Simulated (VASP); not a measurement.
A run of VASP 6.6.1 is set up as follows.

File POSCAR:

```
CuF
1.0
    2.7655768776      0.0000000000      0.0000000000
    0.0000000000      2.7655768776      0.0000000000
    0.0000000000      0.0000000000      2.7655768776
Cu F
1 1
Direct
    0.0000000000      0.0000000000      0.0000000000
    0.5000000000      0.5000000000      0.5000000000
```

The input INCAR.step1:

```
PREC = Accurate
ENCUT = 520
ISMEAR = -1
SIGMA = 0.02
LREAL = F
LASPH = T
NELM = 100
NBANDS = 16
GGA = PE
ALGO = Normal
EDIFF = 1E-4
LWAVE = T
LCHARG = F
```

INCAR.step2

```
PREC = Accurate
ENCUT = 520
EDIFF = 1E-7
ISMEAR = -1
SIGMA = 0.02
LREAL = F
LASPH = T
NELM = 100
ALGO = Normal
ISIF = 2
LWAVE = F
LCHARG = F
METAGGA = R2SCAN
LMIXTAU = T
NBANDS = 16
ISTART = 1
```

KPOINTS

```
Automatic mesh
0
Gamma
  8 8 8
```

Potentials or basis: VASP PAW PBE potentials, release 64 (Cu, F).

Run with:

```bash
$ cat potpaw_PBE.64/Cu/POTCAR potpaw_PBE.64/F/POTCAR > POTCAR
$ cp INCAR.step1 INCAR
$ mpirun -np 1 vasp_std > vasp.out
$ cp INCAR.step2 INCAR
$ mpirun -np 1 vasp_std > vasp.out
```

(1) What does it give for the band gap on the k mesh?

(2) Estimate the pressure.

Answers

(1) zero (band 9 reaches 4.57 eV, above the bottom of band 10 at 4.18 eV).

(2) -3.2 GPa.

Caveat: the PAW data sets were made with another functional, which shifts forces and pressure a little; semilocal functionals often make such compounds metallic where correlation or magnetic order opens a gap, which also shifts bond lengths.
